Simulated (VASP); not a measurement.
A run of VASP 6.6.1 is set up as follows.

Contents of INCAR:

```
  ALGO = Normal
  EDIFF = 1E-7
  ENCUT = 520
  GGA = PE
  ISIF = 2
  ISMEAR = 0
  LASPH = True
  LCHARG = True
  LELF = True
  LREAL = False
  LVHAR = True
  LWAVE = False
  NBANDS = 18
  NELM = 100
  PREC = Accurate
  SIGMA = 0.1
```

KPOINTS

```
k-points
0
Gamma
  18 18 12
```

File POSCAR:

```
BiS
1.0
    3.4242383815      0.0000000000      0.0000000000
   -1.7121191908      2.9654774270      0.0000000000
    0.0000000000      0.0000000000      5.4301948299
Bi S
1 1
Direct
    0.0000000000      0.0000000000      0.0000000000
    0.0000000000      0.0000000000      0.5000000000
```

Potentials or basis: VASP PAW PBE potentials, release 64 (Bi_d, S).

Run with:

```sh
$ cat potpaw_PBE.64/Bi_d/POTCAR potpaw_PBE.64/S/POTCAR > POTCAR
$ mpirun -np 1 vasp_std > vasp.out
```

(1) Predict the band gap on the k mesh.

(2) What does it give for the pressure?

Answers

(1) zero (an odd number of electrons rules out a gap without spin polarisation).

(2) -0.1 GPa.

Caveat: spin-orbit coupling is left out, which moves the levels of the heavy elements.
